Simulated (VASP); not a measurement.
Set up this calculation in VASP 6.6.1, as the native input.

```
Task                   : single point
Functional             : PBE
Potentials or basis    : VASP PAW PBE potentials, release 64 (Ge_d, W_sv)
Cutoff                 : 520 eV
k mesh                 : 8 × 8 × 8
Occupations            : gaussian, width 0.1 eV
Spin                   : no spin polarisation
Dipole correction      : no
Further INCAR settings : ALGO = Normal; EDIFF = 1e-06; NBANDS = 51
```

The structure of Ge5W lies in POSCAR:

```
Ge5W
1.0
    0.0000000000      4.5680056854      4.5680056854
    4.5680056854      0.0000000000      4.5680056854
    4.5680056854      4.5680056854      0.0000000000
Ge W
5 1
Direct
    0.3493579918      0.9519260247      0.3493579918
    0.3493579918      0.3493579918      0.3493579918
    0.9519260247      0.3493579918      0.3493579918
    0.3493579918      0.3493579918      0.9519260247
    0.0000000000      0.0000000000      0.0000000000
    0.5000000000      0.5000000000      0.5000000000
```

The cell was generated, and may not be a known phase.

One way to write it, as run:

INCAR

```
SYSTEM = Ge5W
PREC = Accurate ; ENCUT = 520
EDIFF = 1E-6 ; ISMEAR = 0
SIGMA = 0.1 ; LREAL = .False.
LASPH = .True. ; NELM = 80
ALGO = Normal ; ISIF = 2
LWAVE = .False. ; LCHARG = .False.
GGA = PE ; NBANDS = 51
```

KPOINTS

```
regular mesh
0
Gamma
  8 8 8
  0 0 0
```

Potentials or basis: VASP PAW PBE potentials, release 64 (Ge_d, W_sv).

Command:

```sh
$ cat potpaw_PBE.64/Ge_d/POTCAR potpaw_PBE.64/W_sv/POTCAR > POTCAR
$ mpirun -np 1 vasp_std > vasp.out
```

Results of the run:

The pressure is 0.0 GPa, the largest force is 0.007 eV/Å and the band gap on the k mesh is zero (bands 42 and 43 overlap by 0.25 eV).

Caveat: spin-orbit coupling is left out, which moves the levels of the heavy elements.

Run time: 5.1 min on 1 thread of Intel(R) Xeon(R) Platinum 8259CL CPU @ 2.50GHz (Skylake/Cascade Lake) (shared host), peak memory 0.44 GiB.
